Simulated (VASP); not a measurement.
AlP:

```
CELL_PARAMETERS angstrom
0.00000 2.85246 2.85246
2.85246 0.00000 2.85246
2.85246 2.85246 0.00000
ATOMIC_POSITIONS crystal
Al 0.75000 0.75000 0.75000
P 0.00000 0.00000 0.00000
```

* Program: VASP 6.6.1
* Task: relaxation of cell and atoms
* Functional: PBE
* Potentials or basis: VASP PAW PBE potentials, release 64 (Al, P)
* Cutoff: 500 eV
* k mesh: 8 × 8 × 8
* Occupations: gaussian, width 0.02 eV
* Spin: no spin polarisation

At the start: pressure -7.0 GPa; volume 23.21 Å³/atom.

Where does the relaxation end?

Over 3 steps the energy falls by 56.7 meV/atom and the volume is 20.86 Å³/atom (-10.1 %); space group F-43m (No. 216, to 0.05 Å).

The path:
```
step  energy change (eV)  largest force (eV/Å)  pressure (GPa)  volume (Å³)
   1              0.0000                0.0000           -7.04        46.42
   2             -0.0911                0.0000            4.08        39.90
   3             -0.1134                0.0000            0.01        41.72
```

Final structure:
```
CELL_PARAMETERS angstrom
0.00000 2.75278 2.75278
2.75278 0.00000 2.75278
2.75278 2.75278 0.00000
ATOMIC_POSITIONS crystal
Al 0.75000 0.75000 0.75000
P 0.00000 0.00000 0.00000
```

Caveat: the volume moved by -10 % from the deposited cell, more than functionals usually miss.
